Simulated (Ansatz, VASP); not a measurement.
**One calculation of W, two programs**

Contents of INCAR:

```
ALGO = Fast ; EDIFF = 1E-6
ENCUT = 520 ; GGA = CA
ISIF = 2 ; ISMEAR = 0
LASPH = True ; LCHARG = True
LELF = True ; LREAL = False
LVHAR = True ; LWAVE = False
NBANDS = 13 ; NELM = 100
PREC = Accurate ; SIGMA = 0.15
```

The input KPOINTS:

```
k-points
0
Gamma
  20 20 20
```

Contents of POSCAR:

```
W
1.0
    0.0000000000      2.2583750000      2.0300000000
    2.0300000000      0.0000000000      2.0300000000
    2.0300000000      2.2583750000      0.0000000000
W
1
Direct
    0.0000000000      0.0000000000      0.0000000000
```

Input for Ansatz:

```yaml
crystal:
  lattice:
    - [0.0, 2.258375, 2.03]
    - [2.03, 0.0, 2.03]
    - [2.03, 2.258375, 0.0]
  atoms:
    - { symbol: W, position: [0.0, 0.0, 0.0] }
basis:
  ecutwfc: 420
kpoints:
  mp_grid: { grid: [20, 20, 20] }
hamiltonian:
  xc: lda
scf:
  occupations: { method: gaussian, width: 0.15 }
output:
  forces: true
  stress: true
  eigenvalues: true
```

Change from the starting cell: strain +0.1125 x Voigt [0, 1, 0, 0, 0, 0], atoms carried along.

Alike in both runs: task single point; functional LDA; k mesh 20 × 20 × 20; occupations gaussian, width 0.15 eV; no spin polarisation.

|  | VASP | Ansatz |
| --- | --- | --- |
| version | VASP 6.6.1 | Ansatz 0.2.0 |
| potentials or method | VASP PAW LDA potentials, release 64 (W_sv), cutoff 520 eV | scalar-relativistic, plane waves, PAW |
| valence electrons in the cell | 14 | 14 |

VASP gave:

```
gap on the k mesh at the Fermi level (eV)                     : none
pressure (GPa)                                                : -36.9
traceless stress, the component that is largest in VASP (GPa) : 6.82
```

Question: Estimate Ansatz's values.

Answer: gap on the k mesh at the Fermi level (eV): none; pressure (GPa): -37.8; traceless stress, the component that is largest in VASP (GPa): 6.86.

LDA's correlation is that of Perdew and Zunger in VASP and of Perdew and Wang (1992) in Ansatz. A gap of «none» marks a metal or a gap that the smearing closes. Both programs put the cell under strong tension, so it lies far from rest at this level.

Neither program's run includes spin-orbit coupling. Noted on VASP's run: the cell as given lies far from equilibrium.
